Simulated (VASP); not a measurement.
Set up this calculation in VASP 6.6.1, as the native input.

```
Task                   : relaxation of cell and atoms
Functional             : PBE
Potentials or basis    : VASP PAW PBE potentials, release 64 (Zn, C, Au, N)
Cutoff                 : 600 eV
k mesh                 : 4 × 4 × 4
Occupations            : gaussian, width 0.1 eV
Spin                   : no spin polarisation
Dipole correction      : no
Further INCAR settings : ALGO = Normal; EDIFF = 1e-06; IBRION = 2; EDIFFG = -0.04; NSW = 90; ISIF = 3
```

The structure of ZnAuC4N4 lies in POSCAR:

```
ZnAuC4N4
1.0
    5.8826218900      0.0000000000      0.0000000000
    0.0000000000      5.8826218900      0.0000000000
    0.0000000000      0.0000000000      5.8826218900
Zn C Au N
1 4 1 4
Direct
    0.5000000000      0.5000000000      0.5000000000
    0.1881440800      0.1881440800      0.1881440800
    0.1881440800      0.8118559200      0.8118559200
    0.8118559200      0.1881440800      0.8118559200
    0.8118559200      0.8118559200      0.1881440800
    0.0000000000      0.0000000000      0.0000000000
    0.3029738000      0.3029738000      0.3029738000
    0.3029738000      0.6970262000      0.6970262000
    0.6970262000      0.3029738000      0.6970262000
    0.6970262000      0.6970262000      0.3029738000
```

One way to write it, as run:

INCAR

```
SYSTEM = ZnAuC4N4
PREC = Accurate
ENCUT = 600
EDIFF = 1E-6
ISMEAR = 0
SIGMA = 0.1
LREAL = .False.
LASPH = .True.
NELM = 100
ALGO = Normal
ISIF = 3
LWAVE = .False.
LCHARG = .False.
GGA = PE
IBRION = 2
NSW = 90
EDIFFG = -0.04
```

KPOINTS

```
regular mesh
0
Gamma
  4 4 4
  0 0 0
```

Potentials or basis: VASP PAW PBE potentials, release 64 (Zn, C, Au, N).

Run with:

```console
$ cat potpaw_PBE.64/Zn/POTCAR potpaw_PBE.64/C/POTCAR potpaw_PBE.64/Au/POTCAR potpaw_PBE.64/N/POTCAR > POTCAR
$ mpirun -np 1 vasp_std > vasp.out
```

It gave:

```yaml
Relaxed_volume: 21.91 Å³/atom
Relaxed_cell: a = 6.029 Å, b = 6.029 Å, c = 6.029 Å, α = 90.00°, β = 90.00°, γ = 90.00°
Space_group_after_relaxing_to_0.1_Å: P-43m (No. 215)
Energy_gained_by_relaxing: 89.4 meV/atom
Ionic_steps: 25
Pressure_after_relaxing: 0.0 GPa
Largest_force_after_relaxing: 0.005 eV/Å
Band_gap_on_the_k_mesh: zero (an odd number of electrons rules out a gap without spin polarisation)
```

Caveat: spin-orbit coupling is left out, which moves the levels of the heavy elements; an odd number of electrons without spin polarisation forces a metal; a magnetic or distorted state may lie lower.

Run time: 29 min on 1 thread of Intel(R) Xeon(R) 6975P-C (Granite Rapids), on a shared host, peak memory 0.41 GiB.
